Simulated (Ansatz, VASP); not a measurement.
# AlN in VASP and in Ansatz

Contents of INCAR:

```
SYSTEM = AlN
PREC = Accurate ; ENCUT = 520
EDIFF = 1E-6 ; ISMEAR = 0
SIGMA = 0.03 ; LREAL = .FALSE.
LASPH = .TRUE. ; NELM = 100
ALGO = Normal ; ISIF = 2
LWAVE = .FALSE. ; LCHARG = .TRUE.
GGA = PE ; LELF = .TRUE.
LVHAR = .TRUE. ; NBANDS = 16
```

The input KPOINTS:

```
Automatic mesh
0
G
  8 8 5
  0 0 0
```

POSCAR

```
AlN
1.0
    3.1109999993      0.0000000000      0.0000000000
   -1.5554999997      2.6942050306      0.0000000000
    0.0000000000      0.0000000000      4.9511140000
Al N
2 2
Direct
    0.3333333333      0.6666666667     -0.0005508201
    0.6666666667      0.3333333333      0.4994491799
    0.3333333333      0.6666666667      0.3825508201
    0.6666666667      0.3333333333      0.8825508201
```

Input for Ansatz:

```yaml
crystal:
  lattice:
    - [3.1109999993, 0.0, 0.0]
    - [-1.5554999997, 2.6942050306, 0.0]
    - [0.0, 0.0, 4.951114]
  atoms:
    - { symbol: Al, position: [0.3333333333, 0.6666666667, -0.0005508201] }
    - { symbol: Al, position: [0.6666666667, 0.3333333333, 0.4994491799] }
    - { symbol: "N", position: [0.3333333333, 0.6666666667, 0.3825508201] }
    - { symbol: "N", position: [0.6666666667, 0.3333333333, 0.8825508201] }
scf:
  occupations: { method: gaussian, width: 0.03 }
output:
  eigenstates: { kpoints: [[0, 0, 0]] }
hamiltonian:
  xc: pbe
kpoints:
  mp_grid: { grid: [8, 8, 5] }
```

Alike in both runs: task single point; functional PBE; k mesh 8 × 8 × 5; occupations gaussian, width 0.03 eV; no spin polarisation.

|  | VASP | Ansatz |
| --- | --- | --- |
| version | VASP 6.6.1 | Ansatz 0.2.0 |
| potentials or method | VASP PAW PBE potentials, release 64 (Al, N) | scalar-relativistic, plane waves, PAW |
| plane-wave cutoff (eV) | 520 | 420 |
| valence electrons in the cell | 16 | 16 |

Ansatz gave:

| Property | Result |
| --- | --- |
| gap on the k mesh at the Fermi level (eV) | 4.22 |
| least direct gap on the mesh (eV) | 4.22 |

Problem. Which values does VASP return?

Solution. gap on the k mesh at the Fermi level (eV): 4.23; least direct gap on the mesh (eV): 4.23.
